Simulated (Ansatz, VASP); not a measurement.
**Cd: VASP beside Ansatz**

```
Cd
1.0
     0.00000    3.39476    3.39476
     3.39476    0.00000    3.39476
     3.39476    3.39476    0.00000
Cd
2
Direct
  0.00000 0.00000 0.00000
  0.25000 0.25000 0.25000
```

Change from the starting cell: volume scaled by 1.05, crystal datasets.

Alike in both runs: task electric field gradients; functional PBE; k mesh 9 × 9 × 9; occupations fermi-dirac, width 0.08 eV; no spin polarisation.

```csv
,VASP,Ansatz
version,VASP 6.6.1,Ansatz 0.2.0
potentials or method,"VASP PAW PBE potentials, release 64 (Cd), cutoff 520 eV","all-electron PAW with datasets made for the crystal, scalar-relativistic"
```

```csv
,VASP,Ansatz,Ansatz less VASP
pressure (GPa),-0.5,-0.6,-0.10
```

Ansatz ran all-electron here, and VASP with PAW potentials.
